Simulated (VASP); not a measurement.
Crystal: Si3B4.

```
Si B
1.0
     4.75307    0.00000    0.00000
    -2.37653    4.11628    0.00000
     0.00000    0.00000    4.71832
Si B
3 4
Direct
  0.00000 0.50000 0.00000
  0.50000 0.00000 0.00000
  0.50000 0.50000 0.00000
  0.00000 0.00000 0.26033
  0.00000 0.00000 0.73967
  0.33333 0.66667 0.50000
  0.66667 0.33333 0.50000
```

The cell was generated, and may not be a known phase.

| Quantity | Value |
| --- | --- |
| Program | VASP 6.6.1 |
| Task | relaxation of cell and atoms |
| Functional | PBE |
| Potentials or basis | VASP PAW PBE potentials, release 64 (Si, B) |
| Cutoff | 600 eV |
| k mesh | 6 × 6 × 4 |
| Occupations | gaussian, width 0.1 eV |
| Spin | no spin polarisation |

At the start: pressure -13.6 GPa; volume 13.19 Å³/atom.

Question: Where does the relaxation end?

Answer: Over 19 steps the energy falls by 1139.4 meV/atom and the volume is 10.66 Å³/atom (-19.2 %); space group P6/mmm (No. 191, to 0.1 Å) before and after.

The path:
| step | energy change (eV) | largest force (eV/Å) | pressure (GPa) | volume (Å³) |
| --- | --- | --- | --- | --- |
| 1 | 0.0000 | 0.7291 | -13.62 | 92.31 |
| 2 | -2.4521 | 0.3638 | -6.38 | 77.70 |
| 3 | -3.4856 | 1.4493 | 4.13 | 69.82 |
| 4 | -2.8729 | 15.2325 | 72.25 | 54.73 |
| 5 | -4.1374 | 3.1916 | 12.11 | 65.91 |
| 6 | -4.3288 | 7.3653 | 34.28 | 60.26 |
| 7 | -4.3768 | 5.2140 | 23.12 | 62.80 |
| 8 | -5.2335 | 5.8297 | 30.63 | 60.87 |
| 9 | -3.3658 | 1.9800 | 88.98 | 54.28 |
| 10 | -5.5812 | 6.9184 | 42.49 | 59.09 |
| 11 | -6.7107 | 0.0755 | 33.09 | 61.29 |
| 12 | -6.8379 | 4.5183 | 30.22 | 62.54 |
| 13 | -7.4760 | 3.0077 | 18.05 | 66.28 |
| 14 | -7.9621 | 0.7132 | 2.01 | 73.34 |
| 15 | -7.9741 | 0.3719 | 0.00 | 74.55 |
| 16 | -7.9745 | 0.2949 | -0.45 | 74.83 |
| 17 | -7.9758 | 0.0588 | -0.12 | 74.67 |
| 18 | -7.9758 | 0.0437 | -0.13 | 74.67 |
| 19 | -7.9760 | 0.0203 | -0.03 | 74.64 |

Final structure:
```cif
data_structure
_symmetry_space_group_name_H-M 'P 1'
_symmetry_Int_Tables_number 1
_cell_length_a 5.2804
_cell_length_b 5.2804
_cell_length_c 3.0909
_cell_angle_alpha 90.000
_cell_angle_beta 90.000
_cell_angle_gamma 120.000
_cell_volume 74.64
loop_
_atom_site_label
_atom_site_type_symbol
_atom_site_fract_x
_atom_site_fract_y
_atom_site_fract_z
_atom_site_occupancy
Si1 Si 0.00000 0.50000 0.00000 1
Si2 Si 0.50000 0.00000 0.00000 1
Si3 Si 0.50000 0.50000 0.00000 1
B1 B 0.00000 0.00000 0.24657 1
B2 B 0.00000 0.00000 0.75343 1
B3 B 0.33333 0.66667 0.50000 1
B4 B 0.66667 0.33333 0.50000 1
```

Caveat: the volume moved by over 15 % at a fixed basis, so the end points are rough.
